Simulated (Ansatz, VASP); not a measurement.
# F in VASP and in Ansatz

INCAR

```
PREC = Accurate
ENCUT = 520
EDIFF = 1E-6
ISMEAR = 0
SIGMA = 0.05
LREAL = False
LASPH = True
NELM = 60
ALGO = Normal
ISIF = 2
LWAVE = False
LCHARG = True
GGA = PS
LELF = True
LVHAR = True
NBANDS = 22
```

KPOINTS

```
regular mesh
0
Gamma
  4 4 2
```

The input POSCAR:

```
F
1.0
    3.0080999043     -1.8730857104     -0.2320106150
    3.0080999043      1.8730857104     -0.2320106150
   -2.2186917656      0.0000000000      7.4833119876
F
4
Direct
    0.0848459664      0.0848459664      0.0940038325
    0.9151540336      0.9151540336      0.9059961675
    0.5015719855      0.5015719855      0.5937195244
    0.4984280145      0.4984280145      0.4062804756
```

Input for Ansatz:

```yaml
crystal:
  lattice:
    - [3.0080999043, -1.8730857104, -0.232010615]
    - [3.0080999043, 1.8730857104, -0.232010615]
    - [-2.2186917656, 0.0, 7.4833119876]
  atoms:
    - { symbol: F, position: [0.0848459664, 0.0848459664, 0.0940038325] }
    - { symbol: F, position: [0.9151540336, 0.9151540336, 0.9059961675] }
    - { symbol: F, position: [0.5015719855, 0.5015719855, 0.5937195244] }
    - { symbol: F, position: [0.4984280145, 0.4984280145, 0.4062804756] }
basis:
  ecutwfc: 520.0
kpoints:
  mp_grid: { grid: [4, 4, 2] }
hamiltonian:
  xc: pbesol
scf:
  occupations: { method: gaussian, width: 0.05 }
output:
  forces: true
  stress: true
  eigenvalues: true
```

Change from the starting cell: volume 20.600 Å^3 an atom, stretch along a over the lengths across it, relative to the relaxed cell 0.9230.

Alike in both runs: task single point; functional PBEsol; k mesh 4 × 4 × 2; occupations gaussian, width 0.05 eV; no spin polarisation.

|  | VASP | Ansatz |
| --- | --- | --- |
| version | VASP 6.6.1 | Ansatz 0.2.0 |
| potentials or method | VASP PAW PBE potentials, release 64 (F), cutoff 520 eV | scalar-relativistic, plane waves, PAW |
| valence electrons in the cell | 28 | 28 |

Ansatz gave:

| Item | Value |
| --- | --- |
| gap on the k mesh at the Fermi level (eV) | 2.48 |
| least direct gap on the mesh (eV) | 2.53 |
| pressure (GPa) | -3.5 |
| traceless stress, the component that is largest in VASP (GPa) | -5.63 |
| rms of the force components (eV/Å) | 1.020 |

What did VASP give for the same quantities?

gap on the k mesh at the Fermi level (eV): 2.42; least direct gap on the mesh (eV): 2.47; pressure (GPa): -3.3; traceless stress, the component that is largest in VASP (GPa): -4.60; rms of the force components (eV/Å): 0.833.

VASP's potentials were made for PBE, not for PBEsol. Atom by atom the forces differ by 0.187 eV/Å (rms over components).

The k mesh is coarse, so the values compare programs but aren't converged.
